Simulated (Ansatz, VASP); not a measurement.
**Two plane-wave programs on Si2Bi2Se**

```
Si Bi Se
1.0
     6.06032   -3.75532    0.00000
     6.06032    3.75532    0.00000
     0.00000    0.00000    6.95981
Si Bi Se
4 4 2
Direct
  0.69435 0.98912 0.71738
  0.01088 0.30565 0.71738
  0.30565 0.01088 0.21738
  0.98912 0.69435 0.21738
  0.05575 0.65217 0.82852
  0.34783 0.94425 0.82852
  0.94425 0.34783 0.32852
  0.65217 0.05575 0.32852
  0.71414 0.28586 0.84580
  0.28586 0.71414 0.34580
```

Alike in both runs: functional PBE; k mesh 2 × 2 × 2; occupations gaussian, width 0.15 eV; no spin polarisation.

Ansatz relaxed the structure, and its values are those at the end. VASP's run is a single point on that final structure, the one shown.

|  | VASP | Ansatz |
| --- | --- | --- |
| version | VASP 6.6.1 | Ansatz 0.2.0 |
| potentials or method | VASP PAW PBE potentials, release 64 (Si, Bi_d, Se), cutoff 520 eV | scalar-relativistic, plane waves, PAW |
| valence electrons in the cell | 88 | 108 |

|  | VASP | Ansatz | Ansatz less VASP |
| --- | --- | --- | --- |
| gap on the k mesh at the Fermi level (eV) | 0.27 | 0.27 | 0.000 |
| least direct gap on the mesh (eV) | 0.46 | 0.47 | +0.006 |
| pressure (GPa) | 0.1 | 0.1 | +0.01 |
| rms of the force components (eV/Å) | 0.027 | 0.028 | +0.0009 |

With one functional, cell and mesh, what is left measures potentials, basis and numerics. VASP's potentials hold 88 valence electrons a cell and Ansatz's 108, so a difference there can come from the potentials and not from the codes.

The k mesh is coarse, so the values compare programs but aren't converged. Neither program's run includes spin-orbit coupling.
